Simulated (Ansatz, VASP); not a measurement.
# Y: VASP beside Ansatz

File INCAR:

```
ALGO = Fast
EDIFF = 1E-6
EDIFFG = -0.01
ENCUT = 600
GGA = PE
IBRION = 2
ISIF = 3
ISMEAR = -1
IVDW = 12
LASPH = True
LCHARG = False
LREAL = False
LWAVE = False
NELM = 60
NSW = 60
PREC = Accurate
SIGMA = 0.05
```

KPOINTS

```
k-points
0
Gamma
  9 9 9
```

The input POSCAR:

```
Y
1.0
    0.0000000000      2.5519910612      2.5519910612
    2.5519910612      0.0000000000      2.5519910612
    2.5519910612      2.5519910612      0.0000000000
Y
1
Direct
    0.0000000000      0.0000000000      0.0000000000
```

File input.yaml:

```yaml
crystal:
  lattice:
    - [0.0, 2.5519910612, 2.5519910612]
    - [2.5519910612, 0.0, 2.5519910612]
    - [2.5519910612, 2.5519910612, 0.0]
  atoms:
    - { symbol: "Y", position: [0.0, 0.0, 0.0] }
hamiltonian:
  xc: pbe
  pseudopotentials: { kind: paw }
  dispersion: d3bj
kpoints:
  mp_grid: { grid: [9, 9, 9] }
scf:
  occupations: { method: fermi_dirac, width: 0.05 }
output:
  forces: true
  stress: true
  eigenvalues: true
  write_density: true
  write_potential: true
  elf: true
  volumetric_format: npy
relax:
  f_tol: 0.01
  max_steps: 40
  cell: { stress_tol: 0.05 }
```

Alike in both runs: task relaxation of cell and atoms; functional PBE; dispersion D3(BJ); k mesh 9 × 9 × 9; occupations fermi-dirac, width 0.05 eV; no spin polarisation.

|  | VASP | Ansatz |
| --- | --- | --- |
| version | VASP 6.6.1 | Ansatz 0.2.0 |
| potentials or method | VASP PAW PBE potentials, release 64 (Y_sv) | Ansatz PAW |
| plane-wave cutoff (eV) | 600 | 420 |
| valence electrons in the cell | 11 | 11 |

Ansatz gave:

- gap on the k mesh at the Fermi level, each at its own relaxed structure (eV): none
- relaxed volume (Å³/atom): 31.06
- relaxed cell length with the largest relative difference (Å): 3.529

Task: Estimate VASP's values.

Result: gap on the k mesh at the Fermi level, each at its own relaxed structure (eV): none; relaxed volume (Å³/atom): 31.02; relaxed cell length with the largest relative difference (Å): 3.527.

A gap of «none» marks a metal or a gap that the smearing closes.

Noted on Ansatz's run: the plane-wave basis is chosen anew once the cell has moved, so the energies of steps on either side of that aren't comparable.
